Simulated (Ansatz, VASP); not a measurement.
## Two plane-wave programs on Ti

File INCAR:

```
PREC = Accurate
ENCUT = 520
EDIFF = 1E-6
ISMEAR = 0
SIGMA = 0.15
LREAL = False
LASPH = True
NELM = 60
ALGO = Fast
ISIF = 2
LWAVE = False
LCHARG = False
GGA = PS
NBANDS = 32
```

KPOINTS

```
Automatic mesh
0
Gamma
  22 22 7
```

POSCAR

```
Ti
1.0
   -1.6051160627      1.6051160627     -1.6051160627
   -1.6051160627     -1.6051160627      1.6051160627
    0.0000000000      7.2230222822      5.6179062194
Ti
4
Direct
   -0.2187500000      0.2187500000      0.8750000000
    0.4687500000      0.5312500000      0.1250000000
   -0.0937500000      0.0937500000      0.3750000000
    0.3437500000      0.6562500000      0.6250000000
```

Input for Ansatz:

```yaml
crystal:
  lattice:
    - [-1.6051160627, 1.6051160627, -1.6051160627]
    - [-1.6051160627, -1.6051160627, 1.6051160627]
    - [0.0, 7.2230222822, 5.6179062194]
  atoms:
    - { symbol: Ti, position: [-0.21875, 0.21875, 0.875] }
    - { symbol: Ti, position: [0.46875, 0.53125, 0.125] }
    - { symbol: Ti, position: [-0.09375, 0.09375, 0.375] }
    - { symbol: Ti, position: [0.34375, 0.65625, 0.625] }
basis:
  ecutwfc: 420
kpoints:
  mp_grid: { grid: [22, 22, 7] }
hamiltonian:
  xc: pbesol
scf:
  occupations: { method: gaussian, width: 0.15 }
output:
  forces: true
  stress: true
  eigenvalues: true
```

Alike in both runs: task single point; functional PBEsol; k mesh 22 × 22 × 7; occupations gaussian, width 0.15 eV; no spin polarisation.

```csv
,VASP,Ansatz
version,VASP 6.6.1,Ansatz 0.2.0
potentials or method,"VASP PAW PBE potentials, release 64 (Ti_sv), cutoff 520 eV","scalar-relativistic, plane waves, PAW"
valence electrons in the cell,48,48
```

Ansatz gave:

| Item | Value |
| --- | --- |
| gap on the k mesh at the Fermi level (eV) | none |
| pressure (GPa) | 0.0 |
| traceless stress, the component that is largest in VASP (GPa) | 3.08 |
| rms of the force components (eV/Å) | 0.295 |

**Question.** Estimate VASP's values.

**Answer.** gap on the k mesh at the Fermi level (eV): none; pressure (GPa): -0.3; traceless stress, the component that is largest in VASP (GPa): 3.10; rms of the force components (eV/Å): 0.297.

VASP's potentials were made for PBE, not for PBEsol. Atom by atom the forces differ by 0.003 eV/Å (rms over components). A gap of «none» marks a metal or a gap that the smearing closes.
